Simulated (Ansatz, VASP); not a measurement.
SiGe2 in VASP and in Ansatz

The input INCAR:

```
SYSTEM = SiGe2
  ALGO = Normal
  EDIFF = 1E-7
  EDIFFG = -0.01
  ENCUT = 500
  GGA = PE
  GGA_COMPAT = .FALSE.
  IBRION = 2
  ISIF = 3
  ISMEAR = 0
  LASPH = .TRUE.
  LCHARG = .FALSE.
  LREAL = .FALSE.
  LWAVE = .FALSE.
  NELM = 120
  NELMIN = 4
  NSW = 100
  PREC = Accurate
  SIGMA = 0.1
```

File KPOINTS:

```
k-points
0
G
  18 18 8
  0 0 0
```

POSCAR

```
SiGe2
1.0
    3.0450812453      0.0000000000      0.0000000000
   -1.5225406227      2.6371177150      0.0000000000
    0.0000000000      0.0000000000      7.1138344341
Si Ge
1 2
Direct
    0.0000000000      0.0000000000      0.0000000000
    0.3333333333      0.6666666667      0.7113921808
    0.6666666667      0.3333333333      0.2886078192
```

Input for Ansatz:

```yaml
crystal:
  lattice:
    - [3.0450812453, 0.0, 0.0]
    - [-1.5225406227, 2.637117715, 0.0]
    - [0.0, 0.0, 7.1138344341]
  atoms:
    - { symbol: Si, position: [0.0, 0.0, 0.0] }
    - { symbol: Ge, position: [0.3333333333, 0.6666666667, 0.7113921808] }
    - { symbol: Ge, position: [0.6666666667, 0.3333333333, 0.2886078192] }
basis:
  ecutwfc: 420
kpoints:
  mp_grid: { grid: [18, 18, 8] }
hamiltonian:
  xc: pbe
scf:
  occupations: { method: gaussian, width: 0.1 }
output:
  forces: true
  stress: true
  eigenvalues: true
relax:
  adjacent_minimum: "off"
  f_tol: 0.01
  max_steps: 80
  cell: { stress_tol: 0.05 }
```

Alike in both runs: task relaxation of cell and atoms; functional PBE; k mesh 18 × 18 × 8; occupations gaussian, width 0.1 eV; no spin polarisation.

|  | VASP | Ansatz |
| --- | --- | --- |
| version | VASP 6.6.1 | Ansatz 0.2.0 |
| potentials or method | VASP PAW PBE potentials, release 64 (Si, Ge_d), cutoff 500 eV | scalar-relativistic, plane waves, PAW |
| valence electrons in the cell | 32 | 32 |

|  | VASP | Ansatz | Ansatz less VASP |
| --- | --- | --- | --- |
| gap on the k mesh at the Fermi level, each at its own relaxed structure (eV) | none | none | - |
| relaxed volume (Å³/atom) | 19.04 | 19.04 | 0.000 |
| relaxed cell length with the largest relative difference (Å) | 3.045 | 3.045 | 0.0000 |

A gap of «none» marks a metal or a gap that the smearing closes.

Noted on VASP's run: the relaxation stopped at its first step, so nothing moved.
